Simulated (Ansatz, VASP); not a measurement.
Te: VASP beside Ansatz

POSCAR

```
Te
1.0
    4.6324895870      0.0000000000      0.0000000000
   -2.3162447935      4.0118536651      0.0000000000
    0.0000000000      0.0000000000      5.8869033494
Te
3
Direct
    0.2535874851      0.0000000000      0.3333333333
    1.0000000000      0.2535874851      0.6666666667
    0.7464125149      0.7464125149      0.0000000000
```

Contents of INCAR.step1:

```
SYSTEM = Te
PREC = Accurate
ENCUT = 550
ISMEAR = 0
SIGMA = 1.0
LREAL = .False.
LASPH = .True.
NELM = 120
NBANDS = 16
GGA = PE
ALGO = Normal
EDIFF = 1E-5
LWAVE = .True.
LCHARG = .False.
GGA_COMPAT = .False.
```

The input INCAR.step2:

```
SYSTEM = Te
PREC = Accurate
ENCUT = 550
EDIFF = 1E-6
ISMEAR = 0
SIGMA = 1.0
LREAL = .False.
LASPH = .True.
NELM = 120
ALGO = Normal
ISIF = 2
LWAVE = .False.
LCHARG = .False.
METAGGA = R2SCAN
LMIXTAU = .True.
NBANDS = 16
ISTART = 1
GGA_COMPAT = .False.
```

Contents of KPOINTS:

```
regular mesh
0
Gamma
  8 8 6
  0 0 0
```

Input for Ansatz:

```yaml
crystal:
  lattice:
    - [4.632489587, 0.0, 0.0]
    - [-2.3162447935, 4.0118536651, 0.0]
    - [0.0, 0.0, 5.8869033494]
  atoms:
    - { symbol: Te, position: [0.2535874851, 0.0, 0.3333333333] }
    - { symbol: Te, position: [1.0, 0.2535874851, 0.6666666667] }
    - { symbol: Te, position: [0.7464125149, 0.7464125149, 0.0] }
hamiltonian:
  xc: r2scan
  pseudopotentials:
    kind: paw
    azcp:
      Te: "pseudopotentials/Te.paw.azcp"
basis:
  ecutwfc: 500
  fft_grid_basis: typed
kpoints:
  mp_grid: { grid: [8, 8, 6], shift: [0, 0, 0] }
magnetization:
  spin_polarized: false
scf:
  occupations: { method: gaussian, width: 1.0 }
  lower_state_search: "off"
output:
  stress: true
  write_density: true
  write_potential: true
  elf: true
  volumetric_format: npy
```

Alike in both runs: task single point; functional r2SCAN; k mesh 8 × 8 × 6; occupations gaussian, width 1 eV; no spin polarisation.

|  | VASP | Ansatz |
| --- | --- | --- |
| version | VASP 6.6.1 | Ansatz 0.2.0 |
| potentials or method | VASP PAW PBE potentials, release 64 (Te), cutoff 550 eV | plane waves (500 eV) with PAW, scalar-relativistic |
| valence electrons in the cell | 18 | 48 |

```tsv
	VASP	Ansatz	Ansatz less VASP
pressure (GPa)	0.5	0.4	-0.04
traceless stress, the component that is largest in VASP (GPa)	0.42	0.38	-0.041
```

VASP's potentials were made for PBE, not for r2SCAN. VASP's potentials hold 18 valence electrons a cell and Ansatz's 48, so a difference there can come from the potentials and not from the codes.

Neither program's run includes spin-orbit coupling.
